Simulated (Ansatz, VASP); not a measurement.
# Two plane-wave programs on AgIr2

```
Ag Ir
1.0
     3.59613    0.00000    0.00000
    -1.79806    3.11434    0.00000
     0.00000    0.00000    3.88286
Ag Ir
1 2
Direct
  0.00000 0.00000 0.00000
  0.33333 0.66667 0.50000
  0.66667 0.33333 0.50000
```

Alike in both runs: task relaxation of cell and atoms; functional PBE; k mesh 6 × 6 × 4; occupations gaussian, width 0.1 eV; no spin polarisation.

|  | VASP | Ansatz |
| --- | --- | --- |
| version | VASP 6.6.1 | Ansatz 0.2.0 |
| potentials or method | VASP PAW PBE potentials, release 64 (Ag, Ir), cutoff 600 eV | scalar-relativistic, plane waves, PAW |
| valence electrons in the cell | 29 | 53 |

Ansatz gave:

```
gap on the k mesh at the Fermi level, each at its own relaxed structure (eV) : none
relaxed volume (Å³/atom)                                                     : 15.69
relaxed cell length with the largest relative difference (Å)                 : 2.676
```

Problem. Which values does VASP return?

Solution. gap on the k mesh at the Fermi level, each at its own relaxed structure (eV): none; relaxed volume (Å³/atom): 15.70; relaxed cell length with the largest relative difference (Å): 2.680.

A gap of «none» marks a metal or a gap that the smearing closes. VASP's potentials hold 29 valence electrons a cell and Ansatz's 53, so a difference there can come from the potentials and not from the codes.

The k mesh is coarse, so the values compare programs but aren't converged. Spin-orbit coupling is off throughout.
